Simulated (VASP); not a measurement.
# Re in VASP: further runs, part 2 of 2

VASP 6.6.1. The steps go on from the part before.

## 6. Single point, PBE

This run uses another cell than the first one, of 92.45 Å³/atom, 1.379 times its volume.

INCAR

```
ALGO = Normal ; DIPOL = 0.5 0.5 0.282
EDIFF = 1E-6 ; ENCUT = 520
GGA = PE ; IDIPOL = 3
ISIF = 2 ; ISMEAR = 0
LASPH = True ; LCHARG = False
LDIPOL = True ; LREAL = False
LWAVE = False ; NBANDS = 14
NELM = 80 ; PREC = Accurate
SIGMA = 0.1
```

KPOINTS

```
k-points
0
Gamma
  24 24 1
```

POSCAR

```
Re
1.0
    2.7452095803      0.0000000000      0.0000000000
   -1.3726047902      2.3774212353      0.0000000000
    0.0000000000      0.0000000000     28.3303898800
Re
2
Direct
    0.0000000000      0.0000000000      0.3222272954
    0.0000000000      0.0000000000      0.2425372584
```

Potentials or basis: VASP PAW PBE potentials, release 64 (Re).

Launch:

```console
$ cat potpaw_PBE.64/Re/POTCAR > POTCAR
$ mpirun -np 1 vasp_std > vasp.out
```

OUTCAR:

```text
EDIFF = 1E-6
   ENCUT = 520
   GGA = PE
   ISIF = 2
   ISMEAR = 0
   LASPH = True
   LREAL = False
   NELM = 80
   PREC = Accurate

 ion  position               nearest neighbor table
   1  0.000  0.000  0.322-   2 2.26
   2  0.000  0.000  0.243-   1 2.26

  LATTYP: Found a hexagonal cell.
 ALAT       =     2.7452095803
 C/A-ratio  =    10.3199369852

  Lattice vectors:

 A1 = (   2.7452095803,   0.0000000000,   0.0000000000)
 A2 = (  -1.3726047902,   2.3774212353,   0.0000000000)
 A3 = (   0.0000000000,   0.0000000000,  28.3303898800)

Analysis of symmetry for initial positions (statically):
=====================================================================
 Subroutine PRICEL returns:
 Original cell was already a primitive cell.

 Routine SETGRP: Setting up the symmetry group for a
 hexagonal supercell.

 Subroutine GETGRP returns: Found 24 space group operations
 (whereof 12 operations were pure point group operations)
 out of a pool of 24 trial point group operations.

The static configuration has the point symmetry C_6v.
 The point group associated with its full space group is D_6h.

Analysis of symmetry for dynamics (positions and initial velocities):
=====================================================================
 Subroutine PRICEL returns:
 Original cell was already a primitive cell.

 Routine SETGRP: Setting up the symmetry group for a
 hexagonal supercell.

 Subroutine GETGRP returns: Found 24 space group operations
 (whereof 12 operations were pure point group operations)
 out of a pool of 24 trial point group operations.

The dynamic configuration has the point symmetry C_6v.
 The point group associated with its full space group is D_6h.

 Subroutine INISYM returns: Found 24 space group operations
 (whereof 12 operations are pure point group operations),
 and found     1 'primitive' translations

----------------------------------------------------------------------------------------

                                     Primitive cell

  volume of cell :     184.8988

[... 128 lines left out ...]
 number of electron      14.0000001 magnetization

 dipolmoment           0.000000      0.000000      0.000005 electrons x Angstroem

 Free energy of the ion-electron system (eV)
  ---------------------------------------------------
  ext. energy  EPLUGINS =         0.00000000
  ---------------------------------------------------
  free energy    TOTEN  =       -22.28195139 eV

  energy without entropy =      -22.27149530  energy(sigma->0) =      -22.27672335

 E-fermi :  -2.8083     XC(G=0):  -2.9297

 val. band max:       -2.8094003957   @ k =   0.1250   0.0833   0.0000
 cond. band min:      -2.7977227788   @ k =   0.1250   0.0833   0.0000
 fundamental gap:      0.0116776168
 Fermi energy:        -2.8083166096

 k-point     1 :       0.0000    0.0000    0.0000
  band No.  band energies     occupation
      1     -11.1077      2.00000
      2      -8.7719      2.00000
      3      -6.6993      2.00000
      4      -4.2109      2.00000
      5      -4.2109      2.00000
      6      -3.3046      2.00000
      7      -3.3046      2.00000
      8      -3.0380      1.99884
      9      -2.4463      0.00000
     10      -2.4463      0.00000
     11      -2.2338      0.00000
     12       1.0647      0.00000
     13       1.0647      0.00000
     14       1.9102      0.00000
[... 377 lines left out ...]
      1      -8.4269      2.00000
      2      -8.1329      2.00000
      3      -6.9517      2.00000
      4      -5.5044      2.00000
      5      -3.8010      2.00000
      6      -3.7230      2.00000
      7      -1.4983      0.00000
      8       0.0548      0.00000
      9       0.6379      0.00000
     10       1.4196      0.00000
     11       1.5716      0.00000
     12       3.3998      0.00000
     13       4.4631      0.00000
     14       5.8369      0.00000

 [... further k-points ...]

------------------------ aborting loop because EDIFF is reached ----------------------------------------

 vacuum level on the upper side and lower side of the slab       (xc-potential included)        -0.009        -0.009

  FORCE on cell =-STRESS in cart. coord.  units (eV):
  Direction    XX          YY          ZZ          XY          YZ          ZX
  --------------------------------------------------------------------------------------
  -------------------------------------------------------------------------------------
  Total       -0.0049258     -0.0049258     -1.1761483      0.0000000      0.0000000     -0.0000000
  in kB       -0.0426832     -0.0426832    -10.1915084      0.0000000      0.0000000     -0.0000000
  external PRESSURE =      -3.4256249 kB  Pullay stress =       0.0000000 kB

 VOLUME and BASIS-vectors are now :
 -----------------------------------------------------------------------------
  energy-cutoff  :      520.00
  volume of cell :      184.90
      direct lattice vectors                 reciprocal lattice vectors
     2.745209580  0.000000000  0.000000000     0.364270913  0.210311910  0.000000000
    -1.372604790  2.377421235  0.000000000     0.000000000  0.420623819  0.000000000
     0.000000000  0.000000000 28.330389880     0.000000000  0.000000000  0.035297785

 POSITION                                       TOTAL-FORCE (eV/Angst)
 -----------------------------------------------------------------------------------
      0.00000      0.00000      9.12882         0.000000      0.000000     -0.512168
      0.00000      0.00000      6.87118        -0.000000     -0.000000      0.512168
 -----------------------------------------------------------------------------------
    total drift:                               -0.000000     -0.000000      0.000066

  FREE ENERGIE OF THE ION-ELECTRON SYSTEM (eV)
  ---------------------------------------------------
  free  energy   TOTEN  =       -22.2819513915 eV

  energy  without entropy=      -22.2714953008  energy(sigma->0) =      -22.27672335

 vacuum level on the upper side and lower side of the slab         2.087         2.087
```

OSZICAR:

```text
N       E                     dE             d eps       ncg     rms          rms(c)
DAV:   1     0.548247169050E+02    0.54825E+02   -0.47115E+03  2954   0.776E+02
DAV:   2    -0.182219338728E+02   -0.73047E+02   -0.65983E+02  3292   0.238E+02
DAV:   3    -0.231930838737E+02   -0.49712E+01   -0.44985E+01  3292   0.604E+01
[... 13 lines left out ...]
DAV:  17    -0.222819388193E+02   -0.16950E-04   -0.12038E-06  1850   0.884E-03    0.235E-03
DAV:  18    -0.222819431279E+02   -0.43085E-05   -0.23198E-07  1914   0.680E-03    0.969E-04
DAV:  19    -0.222819492885E+02   -0.61606E-05   -0.35093E-07  1616   0.662E-03    0.110E-03
DAV:  20    -0.222819510938E+02   -0.18053E-05   -0.14332E-07  1930   0.546E-03    0.787E-04
DAV:  21    -0.222819513915E+02   -0.29772E-06   -0.48428E-08  1574   0.520E-03
   1 F= -.22281951E+02 E0= -.22276723E+02  d E =-.104561E-01
```

Run time: 5.2 min. Hardware: 1 thread of Intel Xeon Platinum 8259CL at 2.50GHz (Skylake/Cascade Lake), shared host; peak memory 0.35 GiB.

Results:

- Free energy: -22.2820 eV
- Largest force: 0.512 eV/Å
- Band gap on the k mesh: zero (band 7 reaches -1.24 eV, above the bottom of band 8 at -3.12 eV)

Forces on the atoms (eV/Å):
```
Re   0.000  0.000 -0.512
Re   0.000  0.000  0.512
```

Levels at points of the mesh, in eV from the Fermi level:
| k point | band 4 | band 5 | band 6 | band 7 | band 8 | band 9 | band 10 | band 11 |
| --- | --- | --- | --- | --- | --- | --- | --- | --- |
| (0.00, 0.00, 0.00) | -1.40 | -1.40 | -0.50 | -0.50 | -0.23 | 0.36 | 0.36 | 0.57 |
| (0.50, 0.00, 0.00) | -2.70 | -1.01 | -0.83 | 1.57 | 2.96 | 3.41 | 4.22 | 4.72 |

Caveat: spin-orbit coupling is left out, which moves the levels of the heavy elements.

## 7. Overview

| cell | k mesh | gap on the mesh (eV) | largest force (eV/Å) |
| --- | --- | --- | --- |
| a = 3.111, b = 3.111, c = 16.000 Å, angles 90.0, 90.0, 120.0°, 2 atoms | 6 × 6 × 1 | none | 24.17 |
| a = 2.744, b = 2.744, c = 27.206 Å, angles 90.0, 90.0, 120.0°, 2 atoms | 6 × 6 × 1 | none | 0.48 |
| a = 2.744, b = 2.744, c = 27.206 Å, angles 90.0, 90.0, 120.0°, 2 atoms | 24 × 24 × 1 | none | 0.62 |
| a = 2.745, b = 2.745, c = 28.330 Å, angles 90.0, 90.0, 120.0°, 2 atoms | 24 × 24 × 1 | none | 0.51 |

Alike in all rows: task single point; level PBE; potentials or basis VASP PAW PBE potentials, release 64 (Re); no spin polarisation; cutoff (eV) 520; smearing gaussian 0.1 eV.

Caveats: some runs use coarse meshes; spin-orbit coupling is left out, which moves the levels of the heavy elements.

Total energies depend on the potentials used, so only differences within one code and one set of settings carry meaning.
